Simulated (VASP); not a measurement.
Input of a VASP 6.6.1 run:

The input POSCAR:

```
Ir
1.0
    2.7187297086      0.0000000000      0.0000000000
   -1.3593648543      2.3544889937      0.0000000000
    0.0000000000      0.0000000000      8.8934706452
Ir
4
Direct
    0.0000000000      0.0000000000      1.0000000000
    1.0000000000      0.0000000000      0.5000000000
    0.3333333333      0.6666666667      0.2500000000
    0.6666666667      0.3333333333      0.7500000000
```

The input INCAR.step1:

```
PREC     = Accurate       # precision mode
ENCUT    = 520            # plane-wave cutoff, eV
ISMEAR   = -1             # smearing method
SIGMA    = 0.05           # smearing width, eV
LREAL    = F              # projectors in reciprocal space
LASPH    = T              # aspherical terms in the spheres
NELM     = 150            # most SCF steps
ISPIN    = 2              # spin polarisation
MAGMOM   = 1 1 1 1        # initial moments
LMAXMIX  = 4              # l up to which the mixer works
NBANDS   = 30             # bands
GGA      = PE             # functional
ALGO     = Normal         # electronic algorithm
EDIFF    = 1E-4           # SCF threshold, eV
LWAVE    = T              # write WAVECAR
LCHARG   = F              # write CHGCAR
```

Contents of INCAR.step2:

```
PREC     = Accurate       # precision mode
ENCUT    = 520            # plane-wave cutoff, eV
EDIFF    = 1E-7           # SCF threshold, eV
ISMEAR   = -1             # smearing method
SIGMA    = 0.05           # smearing width, eV
LREAL    = F              # projectors in reciprocal space
LASPH    = T              # aspherical terms in the spheres
NELM     = 150            # most SCF steps
ALGO     = Normal         # electronic algorithm
ISIF     = 2              # what is computed and relaxed
LWAVE    = F              # write WAVECAR
LCHARG   = F              # write CHGCAR
ISPIN    = 2              # spin polarisation
MAGMOM   = 1 1 1 1        # initial moments
LORBIT   = 11             # projections on sites
LMAXMIX  = 4              # l up to which the mixer works
METAGGA  = R2SCAN         # meta-GGA
LMIXTAU  = T            
NBANDS   = 30             # bands
ISTART   = 1
```

File KPOINTS:

```
regular mesh
0
Gamma
  13 13 4
```

Potentials or basis: VASP PAW PBE potentials, release 64 (Ir).

Run with:

```console
$ cat potpaw_PBE.64/Ir/POTCAR > POTCAR
$ cp INCAR.step1 INCAR
$ mpirun -np 1 vasp_std > vasp.out
$ cp INCAR.step2 INCAR
$ mpirun -np 1 vasp_std > vasp.out
```

(1) Predict the band gap on the k mesh.

(2) Predict the net moment.

(3) Estimate the pressure.

Answers

(1) zero (filled and empty bands overlap).

(2) 0.00 μB per cell.

(3) 2.5 GPa.

Caveat: the PAW data sets were made with another functional, which shifts forces and pressure a little; spin-orbit coupling is left out, which moves the levels of the heavy elements.
